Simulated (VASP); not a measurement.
The system is SiC (base).

```
C Si
1.0
     0.00000    2.25261    2.25261
     2.25261    0.00000    2.25261
     2.25261    2.25261    0.00000
C Si
1 1
Direct
  0.75000 0.75000 0.75000
  0.50000 0.50000 0.50000
```

```yaml
Program: VASP 6.6.1
Task: relaxation of cell and atoms
Functional: PBEsol
Potentials_or_basis: VASP PAW PBE potentials, release 64 (C, Si)
Cutoff: 600 eV
k_mesh: 8 × 8 × 8
Occupations: gaussian, width 0.1 eV
Spin: no spin polarisation
```

At the start: pressure -18.1 GPa; volume 11.43 Å³/atom.

Q: How do energy, volume and symmetry change on relaxing?

A: Over 3 steps the energy falls by 66.6 meV/atom and the volume is 10.36 Å³/atom (-9.3 %); space group F-43m (No. 216, to 0.05 Å).

Step by step:
```tsv
step	energy change (eV)	largest force (eV/Å)	pressure (GPa)	volume (Å³)
1	0.0000	0.0000	-18.11	22.86
2	-0.0012	0.0000	24.74	18.85
3	-0.1331	0.0000	-0.33	20.72
```

Final structure:
```
C Si
1.0
     0.00000    2.18010    2.18010
     2.18010    0.00000    2.18010
     2.18010    2.18010    0.00000
C Si
1 1
Direct
  0.75000 0.75000 0.75000
  0.50000 0.50000 0.50000
```

Caveat: the PAW data sets were made with another functional, which shifts forces and pressure a little.
